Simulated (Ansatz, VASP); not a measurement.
## HfN in VASP and in Ansatz

File POSCAR:

```
HfN
1.0
    2.8250300000      0.0000000000      0.0000000000
    0.0000000000      2.8250300000      0.0000000000
    0.0000000000      0.0000000000      2.8250300000
Hf N
1 1
Direct
    0.5000000000      0.5000000000      0.5000000000
    0.0000000000      0.0000000000      0.0000000000
```

File INCAR.step1:

```
SYSTEM = HfN
PREC = Accurate
ENCUT = 520
ISMEAR = -1
SIGMA = 0.05
LREAL = .FALSE.
LASPH = .TRUE.
NELM = 150
LMAXMIX = 4
LDAU = .TRUE.
LDAUTYPE = 2
LDAUL = 2 -1
LDAUU = 3 0
LDAUJ = 0 0
NBANDS = 14
GGA = PE
ALGO = Normal
EDIFF = 1E-4
LWAVE = .TRUE.
LCHARG = .FALSE.
```

INCAR.step2

```
SYSTEM = HfN
PREC = Accurate
ENCUT = 520
EDIFF = 1E-6
ISMEAR = -1
SIGMA = 0.05
LREAL = .FALSE.
LASPH = .TRUE.
NELM = 150
ALGO = Normal
ISIF = 2
LWAVE = .FALSE.
LCHARG = .FALSE.
LMAXMIX = 4
LDAU = .TRUE.
LDAUTYPE = 2
LDAUL = 2 -1
LDAUU = 3 0
LDAUJ = 0 0
LDAUPRINT = 1
METAGGA = R2SCAN
LMIXTAU = .TRUE.
NBANDS = 14
ISTART = 1
```

File KPOINTS:

```
Automatic mesh
0
G
  9 9 9
  0 0 0
```

input.yaml

```yaml
crystal:
  lattice:
    - [2.82503, 0.0, 0.0]
    - [0.0, 2.82503, 0.0]
    - [0.0, 0.0, 2.82503]
  atoms:
    - { symbol: Hf, position: [0.5, 0.5, 0.5] }
    - { symbol: "N", position: [0.0, 0.0, 0.0] }
hamiltonian:
  xc: r2scan
  pseudopotentials: { kind: paw }
  hubbard: { sites: [{ species: Hf, l: d, u_eff: 3.0 }] }
kpoints:
  mp_grid: { grid: [9, 9, 9] }
scf:
  occupations: { method: fermi_dirac, width: 0.05 }
  n_extra_bands: 6
output:
  forces: true
  stress: true
  eigenvalues: true
  dos: { projected: true, de: 0.05, nscf_kmesh: { grid: [14, 14, 14] } }
  write_density: true
  write_potential: true
  elf: true
  volumetric_format: npy
```

Alike in both runs: functional r2SCAN; k mesh 9 × 9 × 9; occupations fermi-dirac, width 0.05 eV; no spin polarisation; Hubbard terms Hf d U = 3.0 eV.

|  | VASP | Ansatz |
| --- | --- | --- |
| version | VASP 6.6.1 | Ansatz 0.2.0 |
| potentials or method | VASP PAW PBE potentials, release 64 (Hf_pv, N) | Ansatz PAW |
| plane-wave cutoff (eV) | 520 | 500 |
| valence electrons in the cell | 15 | 31 |
| task | single point | projected density of states |

```tsv
	VASP	Ansatz	Ansatz less VASP
gap on the k mesh at the Fermi level (eV)	none	none	-
pressure (GPa)	3.6	-0.4	-4.04
```

VASP's potentials were made for PBE, not for r2SCAN. The programs project onto different local orbitals, so the same U acts differently, and such runs can settle in different states. A gap of «none» marks a metal or a gap that the smearing closes. VASP's potentials hold 15 valence electrons a cell and Ansatz's 31, so a difference there can come from the potentials and not from the codes.

Spin-orbit coupling is off throughout.
